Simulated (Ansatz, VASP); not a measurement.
# Two plane-wave programs on ScB2Sb3

```
Sc B Sb
1.0
     6.42456    0.00000    0.00000
    -3.21228    5.56384    0.00000
     0.00000    0.00000    3.35575
Sc B Sb
1 2 3
Direct
  0.00000 0.00000 0.00000
  0.33333 0.66667 0.00000
  0.66667 0.33333 0.00000
  0.50000 0.00000 0.50000
  0.50000 0.50000 0.50000
  0.00000 0.50000 0.50000
```

Change from the starting cell: species swapped into the ScCo3B2 type (P6/mmm, No. 191).

Alike in both runs: functional PBE; k mesh 6 × 6 × 10; occupations gaussian, width 0.1 eV; no spin polarisation.

Ansatz relaxed the structure, and its values are those at the end. VASP's run is a single point on that final structure, the one shown.

```csv
,VASP,Ansatz
version,VASP 6.6.1,Ansatz 0.2.0
potentials or method,"VASP PAW PBE potentials, release 64 (Sc_sv, B, Sb), cutoff 520 eV","scalar-relativistic, plane waves, PAW"
valence electrons in the cell,32,62
```

```csv
,VASP,Ansatz,Ansatz less VASP
gap on the k mesh at the Fermi level (eV),none,none,-
pressure (GPa),0.1,0.0,-0.07
```

A gap of «none» marks a metal or a gap that the smearing closes. VASP's potentials hold 32 valence electrons a cell and Ansatz's 62, so a difference there can come from the potentials and not from the codes.

Spin-orbit coupling is off throughout.
